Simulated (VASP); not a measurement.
Wanted: the native input for a VASP 6.6.1 run.

```
Task                   : single point
Functional             : PBEsol
Potentials or basis    : VASP PAW PBE potentials, release 64 (Ge_d)
Cutoff                 : 520 eV
k mesh                 : 12 × 12 × 12
Occupations            : gaussian, width 0.1 eV
Spin                   : no spin polarisation
Dipole correction      : no
Further INCAR settings : ALGO = Normal; EDIFF = 1e-06; NBANDS = 21
```

The structure of Ge lies in POSCAR:

```
Ge
1.0
   -0.0269721041      2.8392719406      2.8392719406
    2.8392719406     -0.0269721041      2.8392719406
    2.8392719406      2.8392719406     -0.0269721041
Ge
2
Direct
   -0.0006879015     -0.0006879015     -0.0006879015
    0.2506879015      0.2506879015      0.2506879015
```

This cell differs from its parent crystal: strained cell.

One way to write it, as run:

INCAR

```
PREC = Accurate
ENCUT = 520
EDIFF = 1E-6
ISMEAR = 0
SIGMA = 0.1
LREAL = False
LASPH = True
NELM = 60
ALGO = Normal
ISIF = 2
LWAVE = False
LCHARG = False
GGA = PS
NBANDS = 21
```

KPOINTS

```
regular mesh
0
Gamma
  12 12 12
```

Potentials or basis: VASP PAW PBE potentials, release 64 (Ge_d).

Launch:

```sh
$ cat potpaw_PBE.64/Ge_d/POTCAR > POTCAR
$ mpirun -np 1 vasp_std > vasp.out
```

Results of the run:

| Quantity | Value |
| --- | --- |
| Pressure | -1.4 GPa |
| Largest force | 0.003 eV/Å |
| Band gap on the k mesh | zero (band 14 reaches 4.58 eV, above the bottom of band 15 at 4.52 eV) |

Caveat: the cell differs from its parent crystal (strained cell); the PAW data sets were made with another functional, which shifts forces and pressure a little.

It took 3.2 min on 1 thread of AMD EPYC 7R43 64-Core Processor (Zen 3), on a shared host, peak memory 0.23 GiB.
